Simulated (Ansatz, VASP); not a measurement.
FeCo in VASP and in Ansatz

```
Fe Co
1.0
     2.83299    0.00000    0.00000
     0.00000    2.83299    0.00000
     0.00000    0.00000    2.83299
Fe Co
1 1
Direct
  0.50000 0.50000 0.50000
  0.00000 0.00000 0.00000
```

Alike in both runs: task single point; functional PBE; k mesh 11 × 11 × 11; collinear spin.

```csv
,VASP,Ansatz
version,VASP 6.6.1,Ansatz 0.2.0
potentials or method,"VASP PAW PBE potentials, release 64 (Fe, Co), cutoff 600 eV","all-electron LAPW, scalar-relativistic"
occupations,"methfessel-paxton of order 1, width 0.025 eV","cold, width 0.025 eV"
```

|  | VASP | Ansatz | Ansatz less VASP |
| --- | --- | --- | --- |
| gap on the k mesh at the Fermi level (eV) | none | none | - |
| pressure (GPa) | 1.7 | 2.5 | +0.76 |
| net moment per atom (μB) | 2.24 | 2.26 | +0.018 |
| size of the moment on the site where the two differ most (μB) | 2.75 | 2.82 | +0.067 |

Site moments also hang on the region over which each program counts them. A gap of «none» marks a metal or a gap that the smearing closes. Ansatz ran all-electron here, and VASP with PAW potentials. Ansatz's warnings: stability check not made.
